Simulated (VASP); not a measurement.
Wanted: the native input for a VASP 6.6.1 run.

| Item | Value |
| --- | --- |
| Task | single point |
| Functional | PBE |
| Potentials or basis | VASP PAW PBE potentials, release 64 (Ga_d, P) |
| Cutoff | 520 eV |
| k mesh | 14 × 14 × 14 |
| Occupations | fermi-dirac, width 0.02 eV |
| Spin | no spin polarisation |
| Dipole correction | no |
| Further INCAR settings | ALGO = Normal; EDIFF = 1e-06; NBANDS = 16 |

The structure of GaP lies in POSCAR:

```
GaP
1.0
    0.0000000000      2.7252500000      2.6434925000
    2.7252500000      0.0000000000      2.6434925000
    2.7252500000      2.7252500000      0.0000000000
Ga P
1 1
Direct
    0.0000000000      0.0000000000      0.0000000000
    0.2500000000      0.2500000000      0.2500000000
```

This cell differs from its parent crystal: z stretched by -3 %, then relaxed in part.

One way to write it, as run:

INCAR

```
  PREC = Accurate
  ENCUT = 520
  EDIFF = 1E-6
  ISMEAR = -1
  SIGMA = 0.02
  LREAL = F
  LASPH = T
  NELM = 60
  ALGO = Normal
  ISIF = 2
  LWAVE = F
  LCHARG = T
  GGA = PE
  LELF = T
  LVHAR = T
  NBANDS = 16
```

KPOINTS

```
regular mesh
0
Gamma
  14 14 14
```

Potentials or basis: VASP PAW PBE potentials, release 64 (Ga_d, P).

Command:

```console
$ cat potpaw_PBE.64/Ga_d/POTCAR potpaw_PBE.64/P/POTCAR > POTCAR
$ mpirun -np 1 vasp_std > vasp.out
```

It gave:

```yaml
Pressure: 5.2 GPa
Band_gap_on_the_k_mesh: 1.25 eV, indirect (least direct gap 1.96 eV)
```

Caveat: the cell differs from its parent crystal (z stretched by -3 %, then relaxed in part).

Run time: 51 s on 1 thread of Intel(R) Xeon(R) 6975P-C (Granite Rapids), on a shared host, peak memory 0.27 GiB.
